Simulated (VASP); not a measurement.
# Fe (Im-3m) in VASP: further runs

Fe is run at these levels: PBEsol; tasks: single point, relaxation of volume and atoms at fixed shape.

Everything below comes from runs of VASP 6.6.1. Logs are shortened: lines on timing, memory, paths and dates and some standing lists are left out, and cuts for length are marked.

**1. The cell of the first run**

The structure is cubic, space group Im-3m (No. 229). Conventional cell: a = 2.785 Å, b = 2.785 Å, c = 2.785 Å, α = 90.00°, β = 90.00°, γ = 90.00°. Fe (site symmetry m-3m) has 14 Fe at 2.41 to 2.79 Å within 3.2 Å.

**2. Single point, PBEsol, collinear spin, ferromagnetic start**

The input, INCAR:

```
SYSTEM = Fe
  PREC = Accurate
  ENCUT = 600
  EDIFF = 1E-6
  ISMEAR = 1
  SIGMA = 0.02
  LREAL = .False.
  LASPH = .True.
  NELM = 200
  ALGO = Normal
  ISIF = 2
  LWAVE = .False.
  LCHARG = .False.
  ISPIN = 2
  MAGMOM = 3.5
  LORBIT = 11
  LMAXMIX = 4
  GGA = PS
  NBANDS = 14
  GGA_COMPAT = .False.
```

The input, KPOINTS:

```
Automatic mesh
0
Gamma
  12 12 12
  0 0 0
```

The input, POSCAR:

```
Fe
1.0
   -1.3925312358      1.3925312358      1.3925312358
    1.3925312358     -1.3925312358      1.3925312358
    1.3925312358      1.3925312358     -1.3925312358
Fe
1
Direct
    0.0000000000      0.0000000000      0.0000000000
```

Potentials or basis: VASP PAW PBE potentials, release 64 (Fe).

Run with:

```sh
$ cat potpaw_PBE.64/Fe/POTCAR > POTCAR
$ mpirun -np 1 vasp_std > vasp.out
```

OUTCAR:

```text
SYSTEM = Fe
   PREC = Accurate
   ENCUT = 600
   EDIFF = 1E-6
   ISMEAR = 1
   LREAL = .False.
   LASPH = .True.
   NELM = 200
   ISIF = 2
   ISPIN = 2
   LORBIT = 11
   GGA = PS

 ion  position               nearest neighbor table
   1  0.000  0.000  0.000-

  LATTYP: Found a body centered cubic cell.
 ALAT       =     2.7850624716

  Lattice vectors:

 A1 = (  -1.3925312358,   1.3925312358,   1.3925312358)
 A2 = (   1.3925312358,  -1.3925312358,   1.3925312358)
 A3 = (   1.3925312358,   1.3925312358,  -1.3925312358)

Analysis of symmetry for initial positions (statically):
=====================================================================
 Subroutine PRICEL returns:
 Original cell was already a primitive cell.

 Routine SETGRP: Setting up the symmetry group for a
 body centered cubic supercell.

 Subroutine GETGRP returns: Found 48 space group operations
 (whereof 48 operations were pure point group operations)
 out of a pool of 48 trial point group operations.

The static configuration has the point symmetry O_h .

Analysis of symmetry for dynamics (positions and initial velocities):
=====================================================================
 Subroutine PRICEL returns:
 Original cell was already a primitive cell.

 Routine SETGRP: Setting up the symmetry group for a
 body centered cubic supercell.

 Subroutine GETGRP returns: Found 48 space group operations
 (whereof 48 operations were pure point group operations)
 out of a pool of 48 trial point group operations.

The dynamic configuration has the point symmetry O_h .

Analysis of structural, dynamic, and magnetic symmetry:
=====================================================================
 Subroutine PRICEL returns:
 Original cell was already a primitive cell.

 Routine SETGRP: Setting up the symmetry group for a
 body centered cubic supercell.

 Subroutine GETGRP returns: Found 48 space group operations
 (whereof 48 operations were pure point group operations)
 out of a pool of 48 trial point group operations.

The overall configuration has the point symmetry O_h .

 Subroutine INISYM returns: Found 48 space group operations
 (whereof 48 operations are pure point group operations),
 and found     1 'primitive' translations

----------------------------------------------------------------------------------------

                                     Primitive cell

  volume of cell :      10.8013

  direct lattice vectors                    reciprocal lattice vectors
    -1.392531236  1.392531236  1.392531236     0.000000000  0.359058373  0.359058373
     1.392531236 -1.392531236  1.392531236     0.359058373  0.000000000  0.359058373
[... 126 lines left out ...]
  ---------------------------------------------------
  free energy    TOTEN  =        -8.92067908 eV

  energy without entropy =       -8.92065996  energy(sigma->0) =       -8.92067271

 E-fermi :   6.1660     XC(G=0): -13.5709

 val. band max:        6.1628243387   @ k =   0.4167   0.0000   0.0000
 cond. band min:       6.1748579591   @ k =  -0.3333   0.4167   0.2500
 fundamental gap:      0.0120336204
 Fermi energy:         6.1660032432

 spin component 1

 k-point     1 :       0.0000    0.0000    0.0000
  band No.  band energies     occupation
      1      -2.6172      1.00000
      2       3.7894      1.00000
      3       3.7894      1.00000
      4       3.7894      1.00000
      5       5.1436      1.00000
      6       5.1436      1.00000
      7      31.6312      0.00000
      8      31.6312      0.00000
      9      31.6312      0.00000
     10      37.0639      0.00000
     11      37.0639      0.00000
     12      39.6332      0.00000
     13      39.6333      0.00000
     14      39.6333      0.00000
[... 379 lines left out ...]
      3       4.7922      1.00000
      4       5.2610      1.00000
      5       5.3656      1.00000
      6       9.0650      0.00000
      7      14.0681      0.00000
      8      22.4136      0.00000
      9      24.0111      0.00000
     10      33.5422      0.00000
     11      38.1772      0.00000
     12      42.1161      0.00000
     13      46.1012      0.00000
     14      48.3071      0.00000

 [... further k-points ...]

 spin component 2

 k-point     1 :       0.0000    0.0000    0.0000
  band No.  band energies     occupation
      1      -2.3626      1.00000
      2       5.5925      1.00000
      3       5.5925      1.00000
      4       5.5925      1.00000
      5       7.7060      0.00000
      6       7.7061      0.00000
      7      31.5477      0.00000
      8      31.5477      0.00000
      9      31.5477      0.00000
     10      37.3815      0.00000
     11      37.3815      0.00000
     12      40.3337      0.00000
     13      40.3337      0.00000
     14      40.3337      0.00000
[... 379 lines left out ...]
      3       5.8057      1.00000
      4       7.6780      0.00000
      5       7.9957      0.00000
      6      10.3616      0.00000
      7      15.3377      0.00000
      8      22.8762      0.00000
      9      24.6443      0.00000
     10      33.8461      0.00000
     11      38.8234      0.00000
     12      42.2678      0.00000
     13      46.2593      0.00000
     14      49.1853      0.00000

 [... further k-points ...]

------------------------ aborting loop because EDIFF is reached ----------------------------------------

  FORCE on cell =-STRESS in cart. coord.  units (eV):
  Direction    XX          YY          ZZ          XY          YZ          ZX
  --------------------------------------------------------------------------------------
  -------------------------------------------------------------------------------------
  Total       -0.0135412     -0.0135412     -0.0135412      0.0000000     -0.0000000     -0.0000000
  in kB       -2.0086037     -2.0086037     -2.0086037      0.0000000     -0.0000000     -0.0000000
  external PRESSURE =      -2.0086037 kB  Pullay stress =       0.0000000 kB

 VOLUME and BASIS-vectors are now :
 -----------------------------------------------------------------------------
  energy-cutoff  :      600.00
  volume of cell :       10.80
      direct lattice vectors                 reciprocal lattice vectors
    -1.392531236  1.392531236  1.392531236     0.000000000  0.359058373  0.359058373
     1.392531236 -1.392531236  1.392531236     0.359058373  0.000000000  0.359058373
     1.392531236  1.392531236 -1.392531236     0.359058373  0.359058373  0.000000000

 POSITION                                       TOTAL-FORCE (eV/Angst)
 -----------------------------------------------------------------------------------
      0.00000      0.00000      0.00000         0.000000     -0.000000      0.000000
 -----------------------------------------------------------------------------------
    total drift:                                0.000000     -0.000000      0.000000

  FREE ENERGIE OF THE ION-ELECTRON SYSTEM (eV)
  ---------------------------------------------------
  free  energy   TOTEN  =        -8.9206790829 eV

  energy  without entropy=       -8.9206599603  energy(sigma->0) =       -8.92067271

 total charge

# of ion       s       p       d       tot
------------------------------------------
    1        0.512   0.595   6.274   7.382

 magnetization (x)

# of ion       s       p       d       tot
------------------------------------------
    1       -0.012  -0.054   2.125   2.059
```

Run time: 12 s. Hardware: 1 thread of Intel Xeon 6975P-C (Granite Rapids), shared host; peak memory 0.14 GiB.

Results:

```yaml
Free_energy: -8.9207 eV
Pressure: -0.2 GPa
Net_moment: 2.08 μB per cell
Site_moments: Fe +2.06 μB
Valence_electrons_inside_the_program's_atomic_spheres: Fe 7.38
```

Caveat: the PAW data sets were made with another functional, which shifts forces and pressure a little.

**3. Relaxation of volume and atoms at fixed shape, PBEsol, collinear spin, ferromagnetic start**

This run uses another cell than the first one, of 12.02 Å³/atom.

The input, INCAR:

```
SYSTEM = Fe
PREC = Accurate
ENCUT = 600
EDIFF = 1E-7
ISMEAR = 1
SIGMA = 0.02
LREAL = .FALSE.
LASPH = .TRUE.
NELM = 200
ALGO = Normal
ISIF = 8
LWAVE = .FALSE.
LCHARG = .FALSE.
ISPIN = 2
MAGMOM = 3.5
LORBIT = 11
LMAXMIX = 4
GGA = PS
IBRION = 2
NSW = 80
EDIFFG = -0.02
GGA_COMPAT = .FALSE.
NELMIN = 4
```

The input, KPOINTS:

```
Automatic mesh
0
G
  12 12 12
  0 0 0
```

The input, POSCAR:

```
Fe
1.0
   -1.4430000000      1.4430000000      1.4430000000
    1.4430000000     -1.4430000000      1.4430000000
    1.4430000000      1.4430000000     -1.4430000000
Fe
1
Direct
    0.0000000000      0.0000000000      0.0000000000
```

Potentials or basis: VASP PAW PBE potentials, release 64 (Fe).

Run with:

```sh
$ cat potpaw_PBE.64/Fe/POTCAR > POTCAR
$ mpirun -np 1 vasp_std > vasp.out
```

Wall time 27 s (1 thread of Intel Xeon 6975P-C (Granite Rapids), shared host); peak memory 0.15 GiB.

It converged, with:

```
Free energy                                           : -8.9212 eV
Relaxed volume                                        : 10.79 Å³/atom
Relaxed cell                                          : a = 2.411 Å, b = 2.411 Å, c = 2.411 Å, α = 109.47°, β = 109.47°, γ = 109.47°
Space group after relaxing (to 0.1 Å)                 : Im-3m (No. 229)
Energy gained by relaxing                             : 73.3 meV/atom
Ionic steps                                           : 4
Pressure after relaxing                               : 0.0 GPa
Net moment                                            : 2.08 μB per cell
Site moments                                          : Fe +2.06 μB
Valence electrons inside the program's atomic spheres : Fe 7.38
```

Step by step:
```csv
step,energy change (eV),largest force (eV/Å),pressure (GPa),volume (Å³)
1,0.0000,0.0000,-16.85,12.02
2,-0.0186,0.0000,22.01,9.95
3,-0.0732,0.0000,-0.55,10.82
4,-0.0733,0.0000,-0.01,10.79
```

Final structure:
```
Fe
1.0
    -1.39217    1.39217    1.39217
     1.39217   -1.39217    1.39217
     1.39217    1.39217   -1.39217
Fe
1
Direct
  0.00000 0.00000 0.00000
```

Levels at points of the mesh, in eV from the Fermi level:
Spin up:
```tsv
k point	band 2	band 3	band 4	band 5	band 6	band 7	band 8	band 9
(0.00, 0.00, 0.00)	-2.38	-2.38	-2.38	-1.02	-1.02	25.47	25.47	25.47
(0.50, 0.00, 0.00)	-3.56	-0.96	-0.81	0.46	0.55	7.83	18.76	20.99
(0.50, 0.50, 0.50)	-5.13	0.25	0.25	0.25	10.25	10.25	10.25	16.19
```
Spin down:
```tsv
k point	band 1	band 2	band 3	band 4	band 5	band 6	band 7	band 8
(0.00, 0.00, 0.00)	-8.53	-0.57	-0.57	-0.57	1.54	1.54	25.39	25.39
(0.50, 0.00, 0.00)	-3.97	-1.94	0.68	1.41	1.82	2.64	9.17	18.91
(0.50, 0.50, 0.50)	-3.42	-3.42	2.32	2.32	2.32	10.60	10.60	10.60
```

Caveat: the PAW data sets were made with another functional, which shifts forces and pressure a little.
